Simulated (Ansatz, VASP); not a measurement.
Ru: VASP beside Ansatz

```
Ru
1.0
     2.70580    0.00000    0.00000
    -1.35290    2.34329    0.00000
     0.00000    0.00000    4.28190
Ru
2
Direct
  0.66667 0.33333 0.75000
  0.33333 0.66667 0.25000
```

Alike in both runs: task single point; functional PBE; dispersion D4; k mesh 11 × 11 × 6; occupations fermi-dirac, width 0.05 eV; no spin polarisation.

|  | VASP | Ansatz |
| --- | --- | --- |
| version | VASP 6.6.1 | Ansatz 0.2.0 |
| potentials or method | VASP PAW PBE potentials, release 64 (Ru_pv) | Ansatz PAW |
| plane-wave cutoff (eV) | 520 | 420 |
| valence electrons in the cell | 28 | 32 |

|  | VASP | Ansatz | Ansatz less VASP |
| --- | --- | --- | --- |
| gap on the k mesh at the Fermi level (eV) | none | none | - |
| pressure (GPa) | -1.4 | -1.3 | +0.09 |
| traceless stress, the component that is largest in VASP (GPa) | -0.06 | -0.08 | -0.016 |

A gap of «none» marks a metal or a gap that the smearing closes. VASP's potentials hold 28 valence electrons a cell and Ansatz's 32, so a difference there can come from the potentials and not from the codes.
